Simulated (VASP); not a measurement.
TiC, 2 atoms in the cell. It takes space group Fm-3m (No. 225, cubic). The conventional cell has a = 4.333 Å, b = 4.333 Å, c = 4.333 Å, α = 90.00°, β = 90.00°, γ = 90.00°. Ti (site symmetry m-3m) has 6 C at 2.17 Å within 2.9 Å. C (site symmetry m-3m) has 6 Ti at 2.17 Å within 2.9 Å. 

* Program: VASP 6.6.1
* Task: relaxation of cell and atoms
* Functional: PBEsol
* Potentials or basis: VASP PAW PBE potentials, release 64 (Ti_sv, C)
* Cutoff: 600 eV
* k mesh: 16 × 16 × 16
* Occupations: gaussian, width 0.1 eV
* Spin: no spin polarisation
* Dipole correction: no
* Further INCAR settings: ALGO = Normal; EDIFF = 1e-07; IBRION = 2; EDIFFG = -0.005; NSW = 70; ISIF = 3

Potentials or basis: VASP PAW PBE potentials, release 64 (Ti_sv, C).

The run is started by

```sh
$ cat potpaw_PBE.64/Ti_sv/POTCAR potpaw_PBE.64/C/POTCAR > POTCAR
$ mpirun -np 1 vasp_std > vasp.out
```

Hardware: 1 thread of Intel(R) Xeon(R) Platinum 8259CL CPU @ 2.50GHz (Skylake/Cascade Lake) (shared host).

Q: Estimate the wall time of this run.

A: Wall time 82 s on 1 thread of Intel(R) Xeon(R) Platinum 8259CL CPU @ 2.50GHz (Skylake/Cascade Lake), on a shared host, peak memory 0.18 GiB. Counts: scf iterations 39, k points 145, ion steps 3.
